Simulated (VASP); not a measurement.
# Co (P6_3/mmc) in VASP: notebook

The runs below take Co through single point, with BLYP+D4, PBE exchange alone, LDA.

Program: VASP 6.6.1. These are calculated values, not measurements. Logs are shortened: lines on timing, memory, paths and dates and some standing lists are left out, and cuts for length are marked.

## Step 1: The cell of the first run

The structure is hexagonal, space group P6_3/mmc (No. 194). The conventional cell has a = 2.488 Å, b = 2.488 Å, c = 4.048 Å, α = 90.00°, β = 90.00°, γ = 120.00°. Within 3.3 Å of Co (site symmetry -6m2) lie 12 Co at 2.48 to 2.49 Å.

## Step 2: Single point, BLYP+D4, collinear spin, ferromagnetic start

The input, INCAR:

```
SYSTEM = Co
  PREC = Accurate
  ENCUT = 520
  EDIFF = 1E-6
  ISMEAR = -1
  SIGMA = 0.05
  LREAL = .False.
  LASPH = .True.
  NELM = 150
  ALGO = Normal
  ISIF = 2
  LWAVE = .False.
  LCHARG = .True.
  ISPIN = 2
  MAGMOM = 2 2
  LORBIT = 11
  LMAXMIX = 4
  GGA = B5
  ALDAX = 1.0
  AGGAX = 1.0
  AGGAC = 1.0
  ALDAC = 0.0
  IVDW = 13
  VDW_S6 = 1.0
  VDW_S8 = 2.34076671
  VDW_A1 = 0.44488865
  VDW_A2 = 4.0933009
  LELF = .True.
  LVHAR = .True.
  NBANDS = 20
```

The input, KPOINTS:

```
regular mesh
0
Gamma
  12 12 7
  0 0 0
```

The input, POSCAR:

```
Co
1.0
    2.4883712406      0.0000000000      0.0000000000
   -1.2441856203      2.1549927084      0.0000000000
    0.0000000000      0.0000000000      4.0477749493
Co
2
Direct
    0.6666666667      0.3333333333      0.7500000000
    0.3333333333      0.6666666667      0.2500000000
```

Potentials or basis: VASP PAW PBE potentials, release 64 (Co).

Started as:

```console
> cat potpaw_PBE.64/Co/POTCAR > POTCAR
> mpirun -np 1 vasp_std > vasp.out
```

OUTCAR:

```text
SYSTEM = Co
   PREC = Accurate
   ENCUT = 520
   EDIFF = 1E-6
   ISMEAR = -1
   LREAL = .False.
   LASPH = .True.
   NELM = 150
   ISIF = 2
   ISPIN = 2
   LORBIT = 11
   GGA = B5
   IVDW = 13

 ion  position               nearest neighbor table
   1  0.667  0.333  0.750-   2 2.48   2 2.48   2 2.48   2 2.48   2 2.48   2 2.48
   2  0.333  0.667  0.250-   1 2.48   1 2.48   1 2.48   1 2.48   1 2.48   1 2.48

  LATTYP: Found a hexagonal cell.
 ALAT       =     2.4883712406
 C/A-ratio  =     1.6266764714

  Lattice vectors:

 A1 = (   2.4883712406,   0.0000000000,   0.0000000000)
 A2 = (  -1.2441856203,   2.1549927084,   0.0000000000)
 A3 = (   0.0000000000,   0.0000000000,   4.0477749493)

Analysis of symmetry for initial positions (statically):
=====================================================================
 Subroutine PRICEL returns:
 Original cell was already a primitive cell.

 Routine SETGRP: Setting up the symmetry group for a
 hexagonal supercell.

 Subroutine GETGRP returns: Found 24 space group operations
 (whereof 12 operations were pure point group operations)
 out of a pool of 24 trial point group operations.

The static configuration has the point symmetry D_3d.
 The point group associated with its full space group is D_6h.

Analysis of symmetry for dynamics (positions and initial velocities):
=====================================================================
 Subroutine PRICEL returns:
 Original cell was already a primitive cell.

 Routine SETGRP: Setting up the symmetry group for a
 hexagonal supercell.

 Subroutine GETGRP returns: Found 24 space group operations
 (whereof 12 operations were pure point group operations)
 out of a pool of 24 trial point group operations.

The dynamic configuration has the point symmetry D_3d.
 The point group associated with its full space group is D_6h.

Analysis of structural, dynamic, and magnetic symmetry:
=====================================================================
 Subroutine PRICEL returns:
 Original cell was already a primitive cell.

 Routine SETGRP: Setting up the symmetry group for a
 hexagonal supercell.

 Subroutine GETGRP returns: Found 24 space group operations
 (whereof 12 operations were pure point group operations)
 out of a pool of 24 trial point group operations.

The overall configuration has the point symmetry D_3d.
 The point group associated with its full space group is D_6h.

 Subroutine INISYM returns: Found 24 space group operations
 (whereof 12 operations are pure point group operations),
 and found     1 'primitive' translations

----------------------------------------------------------------------------------------

                                     Primitive cell

  volume of cell :      21.7059

  direct lattice vectors                    reciprocal lattice vectors
     2.488371241  0.000000000  0.000000000     0.401869297  0.232019347  0.000000000
    -1.244185620  2.154992708  0.000000000     0.000000000  0.464038693  0.000000000
     0.000000000  0.000000000  4.047774949     0.000000000  0.000000000  0.247049308

  length of vectors
     2.488371241  2.488371241  4.047774949     0.464038693  0.464038693  0.247049308

  position of ions in fractional coordinates (direct lattice)
     0.666666667  0.333333333  0.750000000
     0.333333333  0.666666667  0.250000000

  ion indices of the primitive-cell ions
   primitive index   ion index
                 1           1
                 2           2

----------------------------------------------------------------------------------------

 KPOINTS: regular mesh

Automatic generation of k-mesh.
 Grid dimensions read from file:
 generate k-points for:   12   12    7

 Generating k-lattice:

  Cartesian coordinates                     Fractional coordinates (reciprocal lattice)
     0.033489108  0.019334946  0.000000000     0.083333333  0.000000000  0.000000000
     0.000000000  0.038669891  0.000000000     0.000000000  0.083333333  0.000000000
     0.000000000  0.000000000  0.035292758     0.000000000  0.000000000  0.142857143

  Length of vectors
     0.038669891  0.038669891  0.035292758

  Shift w.r.t. Gamma in fractional coordinates (k-lattice)
     0.000000000  0.000000000  0.000000000

 Subroutine IBZKPT returns following result:
 ===========================================

 Found     76 irreducible k-points:

 Following reciprocal coordinates:
            Coordinates               Weight
  0.000000  0.000000  0.000000      1.000000
  0.083333 -0.000000  0.000000      6.000000
  0.166667  0.000000  0.000000      6.000000
  0.250000 -0.000000  0.000000      6.000000
  0.333333  0.000000  0.000000      6.000000
  0.416667  0.000000  0.000000      6.000000
[... 16 lines left out ...]
  0.250000 -0.000000  0.142857     12.000000
  0.333333  0.000000  0.142857     12.000000
 [... further k-points ...]
   k-points           NKPTS =     76   k-points in BZ     NKDIM =     76   number of bands    NBANDS=     20
   number of dos      NEDOS =    301   number of ions     NIONS =      2
   total plane-waves  NPLWV =  12000
   dimension x,y,z NGX =    20 NGY =   20 NGZ =   30
   dimension x,y,z NGXF=    40 NGYF=   40 NGZF=   60
   ions per type =               2
   NGX,Y,Z   is equivalent  to a cutoff of  13.36, 13.36, 12.32 a.u.
   NGXF,Y,Z  is equivalent  to a cutoff of  26.72, 26.72, 24.64 a.u.
 SYSTEM =  Co
   PREC   = accura    normal or accurate (medium, high low for compatibility)
   ISTART =      0    job   : 0-new  1-cont  2-samecut
   ICHARG =      2    charge: 1-file 2-atom 10-const
   ISPIN  =      2    spin polarized calculation?
   LNONCOLLINEAR =      F non collinear calculations
   LSORBIT =      F    spin-orbit coupling
   LASPH  =      T    aspherical Exc in radial PAW
   ENCUT  =  520.0 eV  38.22 Ry    6.18 a.u.   4.63  4.63  7.53*2*pi/ulx,y,z
   NELM   =    150;   NELMIN=  2; NELMDL= -5     # of ELM steps
   EDIFF  = 0.1E-05   stopping-criterion for ELM
   LREAL  =      F    real-space projection
[... 7 lines left out ...]
   TEBEG  =    0.0;   TEEND  =   0.0 temperature during run
   PSTRESS=    0.0 pullay stress
   NELECT =      18.0000    total number of electrons
   NUPDOWN=      -1.0000    fix difference up-down
   EMIN   =  10.00;   EMAX   =-10.00  energy-range for DOS
   EFERMI =   0.00;   METHOD = LEGACY
   ISMEAR =    -1;   SIGMA  =   0.05  broadening in eV -4-tet -1-fermi 0-gaus
   EFERMI_NEDOS =   21; number of points for ismear=-14 and -15
   IALGO  =     38    algorithm
   IMIX   =      4    mixing-type and parameters
     AMIX     =   0.40;   BMIX     =  1.00
     AMIX_MAG =   1.60;   BMIX_MAG =  1.00
  volume/ion in A,a.u.               =      10.85        73.24
  Fermi-wavevector in a.u.,A,eV,Ry     =   1.538060  2.906512 32.186322  2.365628
  Thomas-Fermi vector in A             =   2.644481
   LORBIT       =     11    0 simple, 1 ext, 2 COOP (PROOUT), +10 PAW based schemes
   GGA     = B5    functional components
   LHFCALC =     F    Hartree Fock is set to
   AEXX    =    0.0000 exact exchange contribution
   IVDW    =    13    specifies the selected vdW correction
   LEPSILON=     F    determine dielectric tensor
   LRPA    =     F    only Hartree local field effects (RPA)
 spin polarized calculation
  energy-cutoff  :      520.00
  volume of cell :       21.71
 maximum number of plane-waves:       600
 NGX is ok and might be reduce to    20
   NGX =  9   NGY =  9   NGZ = 15

 number of electron      18.0000001 magnetization       3.1599058

 Free energy of the ion-electron system (eV)
  ---------------------------------------------------
  ext. energy  EPLUGINS =         0.00000000
  ---------------------------------------------------
  free energy    TOTEN  =       -12.10137542 eV

  energy without entropy =      -12.08450205  energy(sigma->0) =      -12.09293873

 E-fermi :  10.7163     XC(G=0): -12.8009

 val. band max:       10.6914639611   @ k =   0.2500  -0.0000   0.2857
 cond. band min:      10.7273827751   @ k =   0.2500   0.1667   0.1429
 fundamental gap:      0.0359188140
 Fermi energy:        10.7162738829

 spin component 1

 k-point     1 :       0.0000    0.0000    0.0000
  band No.  band energies     occupation
      1       1.9722      1.00000
      2       5.6490      1.00000
      3       8.1197      1.00000
      4       8.1772      1.00000
      5       8.1772      1.00000
      6       8.4808      1.00000
[... 12 lines left out ...]
     19      36.8978      0.00000
     20      36.8978      0.00000

 k-point     2 :       0.0833   -0.0000    0.0000
  band No.  band energies     occupation
      1       2.2168      1.00000
      2       5.7967      1.00000
      3       7.9330      1.00000
      4       8.2917      1.00000
      5       8.3306      1.00000
      6       8.4329      1.00000
[... 12 lines left out ...]
     19      38.3615      0.00000
     20      39.2015      0.00000

 k-point     3 :       0.1667    0.0000    0.0000
  band No.  band energies     occupation
      1       2.9232      1.00000
      2       6.1607      1.00000
      3       7.6743      1.00000
      4       8.0116      1.00000
      5       8.2555      1.00000
      6       8.6065      1.00000
[... 12 lines left out ...]
     19      37.2225      0.00000
     20      39.3723      0.00000

 k-point     4 :       0.2500   -0.0000    0.0000
  band No.  band energies     occupation
      1       3.9866      1.00000
      2       6.4440      1.00000
      3       7.2883      1.00000
      4       7.5351      1.00000
      5       8.1596      1.00000
      6       8.3974      1.00000
[... 429 lines left out ...]
 k-point    23 :       0.2500   -0.0000    0.1429
  band No.  band energies     occupation
      1       4.1423      1.00000
      2       6.4842      1.00000
      3       7.1826      1.00000
      4       7.5740      1.00000
      5       8.0428      1.00000
      6       8.4252      1.00000
[... 12 lines left out ...]
     19      35.5129      0.00000
     20      36.8684      0.00000

 k-point    24 :       0.3333    0.0000    0.1429
  band No.  band energies     occupation
      1       5.1888      1.00000
      2       6.3988      1.00000
      3       6.7943      1.00000
      4       7.5350      1.00000
      5       8.2316      1.00000
      6       8.2765      1.00000
[... 12 lines left out ...]
     19      34.1650      0.00000
     20      35.5270      0.00000

 [... further k-points ...]

 spin component 2

 k-point     1 :       0.0000    0.0000    0.0000
  band No.  band energies     occupation
      1       2.0125      1.00000
      2       6.5665      1.00000
      3       9.6713      1.00000
      4       9.7355      1.00000
      5       9.7355      1.00000
      6      10.0878      1.00000
[... 12 lines left out ...]
     19      37.2344      0.00000
     20      37.2344      0.00000

 k-point     2 :       0.0833   -0.0000    0.0000
  band No.  band energies     occupation
      1       2.2580      1.00000
      2       6.7338      1.00000
      3       9.4481      1.00000
      4       9.8609      1.00000
      5       9.9083      1.00000
      6      10.0121      1.00000
[... 12 lines left out ...]
     19      38.3237      0.00000
     20      39.5320      0.00000

 k-point     3 :       0.1667    0.0000    0.0000
  band No.  band energies     occupation
      1       2.9719      1.00000
      2       7.1617      1.00000
      3       9.1148      1.00000
      4       9.1183      1.00000
      5       9.7994      1.00000
      6      10.2167      0.99995
[... 12 lines left out ...]
     19      37.4559      0.00000
     20      39.6298      0.00000

 k-point     4 :       0.2500   -0.0000    0.0000
  band No.  band energies     occupation
      1       4.0731      1.00000
      2       7.5676      1.00000
      3       8.4083      1.00000
      4       8.8489      1.00000
      5       9.6470      1.00000
      6      10.0120      1.00000
[... 429 lines left out ...]
 k-point    23 :       0.2500   -0.0000    0.1429
  band No.  band energies     occupation
      1       4.2420      1.00000
      2       7.5350      1.00000
      3       8.2855      1.00000
      4       8.8945      1.00000
      5       9.5409      1.00000
      6      10.0384      1.00000
[... 12 lines left out ...]
     19      35.8764      0.00000
     20      37.2205      0.00000

 k-point    24 :       0.3333    0.0000    0.1429
  band No.  band energies     occupation
      1       5.4830      1.00000
      2       7.5518      1.00000
      3       7.9146      1.00000
      4       8.7773      1.00000
      5       9.6416      1.00000
      6       9.8705      1.00000
[... 12 lines left out ...]
     19      34.2069      0.00000
     20      35.8818      0.00000

 [... further k-points ...]

------------------------ aborting loop because EDIFF is reached ----------------------------------------

  DFT-D4 for vdW energy calculation

  Edisp (eV):   -1.65666

  FORCE on cell =-STRESS in cart. coord.  units (eV):
  Direction    XX          YY          ZZ          XY          YZ          ZX
  --------------------------------------------------------------------------------------
  -------------------------------------------------------------------------------------
  Total      -0.29889    -0.29889    -0.68284    -0.00000    -0.00000     0.00000
  in kB     -22.06221   -22.06221   -50.40254    -0.00000    -0.00000     0.00000
  external pressure =      -31.51 kB  Pullay stress =        0.00 kB

 VOLUME and BASIS-vectors are now :
 -----------------------------------------------------------------------------
  energy-cutoff  :      520.00
  volume of cell :       21.71
      direct lattice vectors                 reciprocal lattice vectors
     2.488371241  0.000000000  0.000000000     0.401869297  0.232019347  0.000000000
    -1.244185620  2.154992708  0.000000000     0.000000000  0.464038693  0.000000000
     0.000000000  0.000000000  4.047774949     0.000000000  0.000000000  0.247049308

 POSITION                                       TOTAL-FORCE (eV/Angst)
 -----------------------------------------------------------------------------------
      1.24419      0.71833      3.03583        -0.000000      0.000000      0.000000
     -0.00000      1.43666      1.01194         0.000000     -0.000000      0.000000
 -----------------------------------------------------------------------------------
    total drift:                               -0.000000      0.000000     -0.000000

  FREE ENERGIE OF THE ION-ELECTRON SYSTEM (eV)
  ---------------------------------------------------
  free  energy   TOTEN  =       -13.7580366459 eV

  energy  without entropy=      -13.7411632810  energy(sigma->0) =      -13.74959996

 total charge

# of ion       s       p       d       tot
------------------------------------------
    1        0.484   0.501   7.315   8.301
    2        0.484   0.501   7.315   8.301
--------------------------------------------------
tot          0.969   1.003  14.630  16.602

 magnetization (x)

# of ion       s       p       d       tot
------------------------------------------
    1       -0.014  -0.047   1.656   1.595
    2       -0.014  -0.047   1.656   1.595
--------------------------------------------------
tot         -0.029  -0.095   3.313   3.189
```

It took 34 s on 1 thread of Intel Xeon 6975P-C (Granite Rapids), shared host; peak memory 0.17 GiB.

Results:

```
Free energy                                           : -13.7580 eV
Pressure                                              : -3.2 GPa
Net moment                                            : 3.16 μB per cell
Site moments                                          : Co +1.59 μB
Valence electrons inside the program's atomic spheres : Co 8.30
Dispersion energy per atom                            : -0.828 eV
```

Stress tensor (GPa, compression positive):
```
-2.21  0.00  0.00
 0.00 -2.21  0.00
 0.00  0.00 -5.04
```

Caveat: the cell stands under tension; the PAW data sets were made with another functional, which shifts forces and pressure a little.

## Step 3: Single point, PBE exchange alone, collinear spin, ferromagnetic start

The input, INCAR:

```
PREC     = Accurate       # precision mode
ENCUT    = 520            # plane-wave cutoff, eV
EDIFF    = 1E-6           # SCF threshold, eV
ISMEAR   = -1             # smearing method
SIGMA    = 0.05           # smearing width, eV
LREAL    = False          # projectors in reciprocal space
LASPH    = True           # aspherical terms in the spheres
NELM     = 150            # most SCF steps
ALGO     = Fast           # electronic algorithm
ISIF     = 2              # what is computed and relaxed
LWAVE    = False          # write WAVECAR
LCHARG   = True           # write CHGCAR
ISPIN    = 2              # spin polarisation
MAGMOM   = 2 2            # initial moments
LORBIT   = 11             # projections on sites
LMAXMIX  = 4              # l up to which the mixer works
GGA      = PE             # functional
ALDAC    = 0.0          
AGGAC    = 0.0          
LELF     = True           # ELF
LVHAR    = True         
NBANDS   = 20             # bands
```

The input, KPOINTS:

```
Automatic mesh
0
Gamma
  12 12 7
```

POSCAR is that of step 2.

Potentials or basis: VASP PAW PBE potentials, release 64 (Co).

Started as:

```console
> cat potpaw_PBE.64/Co/POTCAR > POTCAR
> mpirun -np 1 vasp_std > vasp.out
```

It took 33 s on 1 thread of Intel Xeon 6975P-C (Granite Rapids), shared host; peak memory 0.17 GiB.

Results (log left out):

```yaml
Free_energy: -10.2229 eV
Pressure: 27.3 GPa
Net_moment: 3.33 μB per cell
Site_moments: Co +1.69 μB
Valence_electrons_inside_the_program's_atomic_spheres: Co 8.29
```

Stress tensor (GPa, compression positive):
```
28.15  0.00  0.00
 0.00 28.15  0.00
 0.00  0.00 25.68
```

Levels at points of the mesh, in eV from the Fermi level:
Spin up:
```tsv
k point	band 8	band 9	band 10	band 11	band 12	band 13	band 14	band 15
(0.00, 0.00, 0.00)	-2.14	-2.14	-1.06	-1.06	-0.03	6.13	22.28	24.53
(0.50, 0.00, 0.00)	-0.90	-0.85	-0.76	1.25	3.25	9.65	10.21	12.84
```
Spin down:
```
           k point  band 4  band 5  band 6  band 7  band 8  band 9  band 10  band 11
(0.00, 0.00, 0.00)   -0.92   -0.92   -0.56   -0.56   -0.17   -0.11    -0.11     1.10
(0.50, 0.00, 0.00)   -1.80   -1.06   -1.02   -0.61    1.26    1.36     1.42     2.60
```

Caveat: the cell stands under pressure.

## Step 4: Single point, LDA, collinear spin, ferromagnetic start

The input, INCAR:

```
SYSTEM = Co
ALGO = Normal ; EDIFF = 1E-7
ENCUT = 520 ; ISIF = 2
ISMEAR = -1 ; ISPIN = 2
LASPH = .True. ; LCHARG = .False.
LMAXMIX = 4 ; LORBIT = 11
LREAL = .False. ; LWAVE = .False.
MAGMOM = 2 2 ; NBANDS = 20
NELM = 150 ; PREC = Accurate
SIGMA = 0.05
```

The input, KPOINTS:

```
k-points
0
Gamma
  12 12 7
  0 0 0
```

POSCAR is that of step 3.

Potentials or basis: VASP PAW LDA potentials, release 64 (Co).

Started as:

```console
> cat potpaw_LDA.64/Co/POTCAR > POTCAR
> mpirun -np 1 vasp_std > vasp.out
```

Run time: 27 s. Hardware: 1 thread of Intel Xeon 6975P-C (Granite Rapids), shared host; peak memory 0.16 GiB.

Results (log left out):

```yaml
Free_energy: -16.1412 eV
Pressure: -19.2 GPa
Net_moment: 3.06 μB per cell
Site_moments: Co +1.53 μB
Valence_electrons_inside_the_program's_atomic_spheres: Co 8.28
```

Stress tensor (GPa, compression positive):
```
-18.33   0.00   0.00
  0.00 -18.33   0.00
  0.00   0.00 -20.91
```

Levels at points of the mesh, in eV from the Fermi level:
Spin up:
```csv
k point,band 7,band 8,band 9,band 10,band 11,band 12,band 13,band 14
"(0.00, 0.00, 0.00)",-2.10,-1.72,-1.72,-0.62,-0.62,-0.12,6.37,22.07
"(0.50, 0.00, 0.00)",-2.03,-0.47,-0.40,-0.33,1.44,3.43,9.67,10.30
```
Spin down:
```tsv
k point	band 3	band 4	band 5	band 6	band 7	band 8	band 9	band 10	band 11	band 12
(0.00, 0.00, 0.00)	-1.07	-1.01	-1.01	-0.66	-0.66	-0.21	-0.21	0.03	0.98	0.98
(0.50, 0.00, 0.00)	-3.23	-1.69	-1.14	-1.07	-0.67	1.13	1.23	1.29	2.56	4.35
```

Caveat: the cell stands under tension.

(Part 1 of 2 ends here.)
